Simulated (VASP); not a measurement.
Runs of VASP 6.6.1 on Co. The structure is that of space group P6_3/mmc (No. 194), or close to it. The cells are those of the table. 

| cell | k mesh | smearing | gap on the mesh (eV) | pressure (GPa) | moment (μB) |
| --- | --- | --- | --- | --- | --- |
| a = 2.355, b = 2.355, c = 3.801 Å, angles 90.0, 90.0, 120.0°, 2 atoms | 18 × 18 × 10 | gaussian 0.1 eV | none | 40.6 | 2.92 |
| a = 2.432, b = 2.432, c = 3.929 Å, angles 90.0, 90.0, 120.0°, 2 atoms | 18 × 18 × 10 | gaussian 0.1 eV | none | (a) | 3.10 |
| a = 2.407, b = 2.407, c = 3.887 Å, angles 90.0, 90.0, 120.0°, 2 atoms | 18 × 18 × 10 | gaussian 0.1 eV | none | 16.5 | (b) |
| a = 2.381, b = 2.381, c = 3.845 Å, angles 90.0, 90.0, 120.0°, 2 atoms | 18 × 18 × 10 | gaussian 0.1 eV | none | 27.6 | 3.01 |
| a = 2.456, b = 2.456, c = 3.969 Å, angles 90.0, 90.0, 120.0°, 2 atoms | 18 × 18 × 8 | gaussian 0.15 eV | none | -0.8 | 3.14 |

Alike in all rows: task single point; level PBEsol; potentials or basis VASP PAW PBE potentials, release 64 (Co); spin collinear, ferromagnetic start; cutoff (eV) 520.

Q: Fill in the values left out.

A: (a) 7.1; (b) 3.06.

Caveats: the PAW data sets were made with another functional, which shifts forces and pressure a little; the cell stands under pressure (at least some runs).

A gap of «none» marks levels without a gap at the run's occupations.
